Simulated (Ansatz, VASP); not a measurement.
**SiC: VASP beside Ansatz**

Contents of POSCAR:

```
SiC
1.0
    0.0000000000      2.1780497564      2.1780497564
    2.1780497564      0.0000000000      2.1780497564
    2.1780497564      2.1780497564      0.0000000000
Si C
1 1
Direct
    0.2500000000      0.2500000000      0.2500000000
    0.0000000000      0.0000000000      0.0000000000
```

The input INCAR.step1:

```
SYSTEM = SiC
ALGO = Normal ; EDIFF = 1E-5
ENCUT = 910 ; GGA = PE
GGA_COMPAT = .False. ; ISIF = 2
ISMEAR = 0 ; LASPH = .True.
LCHARG = .False. ; LREAL = .False.
LWAVE = .True. ; NBANDS = 11
NELM = 120 ; PREC = Accurate
SIGMA = 0.01
```

INCAR.step2

```
SYSTEM = SiC
AEXX = 0.75 ; ALGO = Normal
EDIFF = 1E-6 ; ENCUT = 910
GGA = PE ; GGA_COMPAT = .False.
HFSCREEN = 0.2078 ; ISIF = 2
ISMEAR = 0 ; ISTART = 1
LASPH = .True. ; LCHARG = .False.
LHFCALC = .True. ; LREAL = .False.
LWAVE = .False. ; NBANDS = 11
NELM = 120 ; PREC = Accurate
PRECFOCK = Normal ; SIGMA = 0.01
```

File KPOINTS:

```
k-points
0
Gamma
  4 4 4
  0 0 0
```

Input for Ansatz:

```yaml
crystal:
  lattice:
    - [0.0, 2.1780497564, 2.1780497564]
    - [2.1780497564, 0.0, 2.1780497564]
    - [2.1780497564, 2.1780497564, 0.0]
  atoms:
    - { symbol: Si, position: [0.25, 0.25, 0.25] }
    - { symbol: C, position: [0.0, 0.0, 0.0] }
kpoints:
  mp_grid: { grid: [4, 4, 4] }
hamiltonian:
  xc:
    exchange: pbe
    correlation: pbe
    exx: { coeff: 0.75, omega: 0.2078 }
scf:
  occupations: { method: fixed }
  n_extra_bands: 4
output:
  forces: true
  stress: true
  eigenvalues: true
```

Alike in both runs: task single point; functional PBE-based screened hybrid; k mesh 4 × 4 × 4; no spin polarisation.

|  | VASP | Ansatz |
| --- | --- | --- |
| version | VASP 6.6.1 | Ansatz 0.2.0 |
| potentials or method | VASP PAW PBE potentials, release 64 (Si, C_h) | plane waves |
| plane-wave cutoff (eV) | 910 | 420 |
| occupations | gaussian, width 0.01 eV | fixed |
| valence electrons in the cell | 8 | 8 |

|  | VASP | Ansatz | Ansatz less VASP |
| --- | --- | --- | --- |
| gap on the k mesh at the Fermi level (eV) | 4.24 | 4.21 | -0.025 |

VASP's potentials were made for PBE, not for PBE-based screened hybrid. Ansatz's warnings: stress exchange threshold loose, stress scf threshold loose.

The k mesh is coarse, so the values compare programs but aren't converged. Noted on VASP's run: the cutoff is short for stress, so the pressure is rough.
